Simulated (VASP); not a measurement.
Here is a VASP 6.6.1 calculation.

INCAR

```
PREC = Accurate
ENCUT = 520
EDIFF = 1E-7
ISMEAR = 0
SIGMA = 0.15
LREAL = False
LASPH = True
NELM = 60
ALGO = Normal
ISIF = 2
LWAVE = False
LCHARG = False
GGA = PS
NBANDS = 15
```

File KPOINTS:

```
regular mesh
0
Gamma
  18 18 12
```

The input POSCAR:

```
TiSi
1.0
    1.8434206700     -2.1493883600      0.0000000000
    1.8434206700      2.1493883600      0.0000000000
    0.0000000000      0.0000000000      3.8609930100
Ti Si
1 1
Direct
    0.5000000000      0.5000000000      0.0000000000
    0.0000000000      0.0000000000      0.5000000000
```

Potentials or basis: VASP PAW PBE potentials, release 64 (Ti_sv, Si).

Launch:

```bash
$ cat potpaw_PBE.64/Ti_sv/POTCAR potpaw_PBE.64/Si/POTCAR > POTCAR
$ mpirun -np 1 vasp_std > vasp.out
```

Task: Predict the band gap on the k mesh.

Result: Zero (bands 8 and 9 overlap by 1.47 eV).

Task: What does it give for the pressure?

Result: -9.5 GPa.

Stress tensor (GPa, compression positive):
```
-9.69  0.00  0.00
 0.00 -8.85  0.00
 0.00  0.00 -9.87
```

Caveat: the cell differs from its parent crystal (strain +0.015 along x and y, +0.015 along z); the cell stands under tension; the PAW data sets were made with another functional, which shifts forces and pressure a little.
